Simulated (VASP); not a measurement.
## BaS: single point with r2SCAN

Crystal: BaS.

```
CELL_PARAMETERS angstrom
0.00000 3.48422 3.48422
3.48422 0.00000 3.48422
3.48422 3.48422 0.00000
ATOMIC_POSITIONS crystal
Ba 0.00000 0.00000 0.00000
S 0.25000 0.25000 0.25000
```

This cell differs from its parent crystal: strain -1.0%.

```
Program             : VASP 6.6.1
Task                : single point
Functional          : r2SCAN
Potentials or basis : VASP PAW PBE potentials, release 64 (Ba_sv, S)
Cutoff              : 520 eV
k mesh              : 6 × 6 × 6
Occupations         : gaussian, width 0.01 eV
Spin                : no spin polarisation
```

The pressure is 1.4 GPa. The band gap on the k mesh is 3.13 eV (least direct gap 3.69 eV).

Levels at points of the mesh, in eV from the valence-band top:
| k point | band 4 | band 5 | band 6 | band 7 | band 8 | band 9 | band 10 | band 11 | band 12 | band 13 |
| --- | --- | --- | --- | --- | --- | --- | --- | --- | --- | --- |
| (0.00, 0.00, 0.00) | -11.51 | -10.40 | -0.74 | -0.74 | -0.74 | 3.13 | 5.59 | 5.59 | 7.57 | 7.57 |
| (0.50, 0.00, 0.00) | -11.55 | -9.61 | -0.61 | -0.46 | -0.46 | 4.79 | 5.78 | 5.78 | 5.94 | 6.99 |
| (0.50, 0.50, 0.00) | -11.62 | -9.39 | -1.14 | -0.01 | -0.01 | 3.72 | 5.03 | 6.91 | 6.91 | 7.04 |

Wall time 92 s on 1 thread of Intel(R) Xeon(R) Platinum 8488C (Sapphire Rapids), with other jobs on the host, peak memory 0.26 GiB.

Caveat: the cell differs from its parent crystal (strain -1.0%); the PAW data sets were made with another functional, which shifts forces and pressure a little; spin-orbit coupling is left out, which moves the levels of the heavy elements. A k mesh can miss the band edges.
